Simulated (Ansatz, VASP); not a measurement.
## One calculation of Na, two programs

File POSCAR:

```
Na
1.0
    3.7748954782      0.0000000000      0.0000000000
   -1.8874477391      3.2691553808      0.0000000000
    0.0000000000      0.0000000000      6.1061578197
Na
2
Direct
    0.3333333333      0.6666666667      0.7500000000
    0.6666666667      0.3333333333      0.2500000000
```

The input INCAR.step1:

```
SYSTEM = Na
PREC     = Accurate       ! precision mode
ENCUT    = 520            ! plane-wave cutoff, eV
EDIFF    = 1E-5           ! SCF threshold, eV
ISMEAR   = 0              ! smearing method
SIGMA    = 0.05           ! smearing width, eV
LREAL    = .False.        ! projectors in reciprocal space
LASPH    = .True.         ! aspherical terms in the spheres
NELM     = 100            ! most SCF steps
ALGO     = Normal         ! electronic algorithm
ISIF     = 2              ! what is computed and relaxed
LWAVE    = .True.         ! write WAVECAR
LCHARG   = .False.        ! write CHGCAR
GGA      = PE             ! functional
NBANDS   = 14             ! bands
```

File INCAR.step2:

```
SYSTEM = Na
PREC     = Accurate       ! precision mode
ENCUT    = 520            ! plane-wave cutoff, eV
EDIFF    = 1E-7           ! SCF threshold, eV
ISMEAR   = 0              ! smearing method
SIGMA    = 0.05           ! smearing width, eV
LREAL    = .False.        ! projectors in reciprocal space
LASPH    = .True.         ! aspherical terms in the spheres
NELM     = 100            ! most SCF steps
ALGO     = Normal         ! electronic algorithm
ISIF     = 2              ! what is computed and relaxed
LWAVE    = .False.        ! write WAVECAR
LCHARG   = .False.        ! write CHGCAR
GGA      = PE             ! functional
LHFCALC  = .True.         ! exact exchange
HFSCREEN = 0.2079         ! screening, 1/A
PRECFOCK = Normal       
ISTART   = 1            
NBANDS   = 14             ! bands
```

Contents of KPOINTS:

```
Automatic mesh
0
Gamma
  6 6 4
  0 0 0
```

Input for Ansatz:

```yaml
crystal:
  lattice:
    - [3.7748954782, 0.0, 0.0]
    - [-1.8874477391, 3.2691553808, 0.0]
    - [0.0, 0.0, 6.1061578197]
  atoms:
    - { symbol: Na, position: [0.3333333333, 0.6666666667, 0.75] }
    - { symbol: Na, position: [0.6666666667, 0.3333333333, 0.25] }
basis:
  ecutwfc: 600
  ecutrho_ratio: 5
kpoints:
  mp_grid: { grid: [6, 6, 4] }
  band_path:
    path:
      - [[0.0, 0.0, 0.0], [0.5, 0.0, 0.0], [0.33333333, 0.33333333, 0.0], [0.0, 0.0, 0.0], [0.0, 0.0, 0.5], [0.5, 0.0, 0.5], [0.33333333, 0.33333333, 0.5], [0.0, 0.0, 0.5]]
      - [[0.5, 0.0, 0.5], [0.5, 0.0, 0.0]]
      - [[0.33333333, 0.33333333, 0.5], [0.33333333, 0.33333333, 0.0]]
    npoints: 4
hamiltonian:
  xc: hse06
scf:
  occupations: { method: gaussian, width: 0.05 }
output:
  forces: true
  stress: true
  eigenvalues: true
  populations: true
  dos: { projected: true, de: 0.02 }
  bader: false
```

Alike in both runs: task single point; functional HSE06; k mesh 6 × 6 × 4; occupations gaussian, width 0.05 eV; no spin polarisation.

|  | VASP | Ansatz |
| --- | --- | --- |
| version | VASP 6.6.1 | Ansatz 0.2.0 |
| potentials or method | VASP PAW PBE potentials, release 64 (Na_pv), cutoff 520 eV | scalar-relativistic, plane waves, PAW |
| valence electrons in the cell | 14 | 18 |

```csv
,VASP,Ansatz,Ansatz less VASP
pressure (GPa),0.0,0.0,+0.01
"traceless stress, the component that is largest in VASP (GPa)",-0.40,-0.40,-0.001
```

VASP's potentials hold 14 valence electrons a cell and Ansatz's 18, so a difference there can come from the potentials and not from the codes. Ansatz's warnings: filled band counts differ across k points, stress exchange threshold loose, stress scf threshold loose.
